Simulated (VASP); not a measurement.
LiTa16 (a cell with a defect), 17 atoms in the cell. The cell holds a defect, 17 atoms: a = 6.620 Å, b = 6.620 Å, c = 6.620 Å, α = 90.00°, β = 90.00°, γ = 90.00°. 

```yaml
Program: VASP 6.6.1
Task: single point
Functional: PBE
Potentials_or_basis: VASP PAW PBE potentials, release 64 (Ta_pv, Li_sv)
Cutoff: 520 eV
k_mesh: 2 × 2 × 2
Occupations: fermi-dirac, width 0.05 eV
Spin: no spin polarisation
Dipole_correction: no
Further_INCAR_settings: LREAL = Auto; ALGO = Normal; EDIFF = 1e-07; NBANDS = 104
```

Potentials or basis: VASP PAW PBE potentials, release 64 (Ta_pv, Li_sv).

The run is started by

```console
$ cat potpaw_PBE.64/Ta_pv/POTCAR potpaw_PBE.64/Li_sv/POTCAR > POTCAR
$ mpirun -np 1 vasp_std > vasp.out
```

Hardware: 1 thread of Intel(R) Xeon(R) Platinum 8259CL CPU @ 2.50GHz (Skylake/Cascade Lake), on a shared host.

How long does it take, and how much memory?

Wall time 9.4 min on 1 thread of Intel(R) Xeon(R) Platinum 8259CL CPU @ 2.50GHz (Skylake/Cascade Lake), with other jobs on the host, peak memory 0.44 GiB. Counts: scf iterations 20, k points 8.
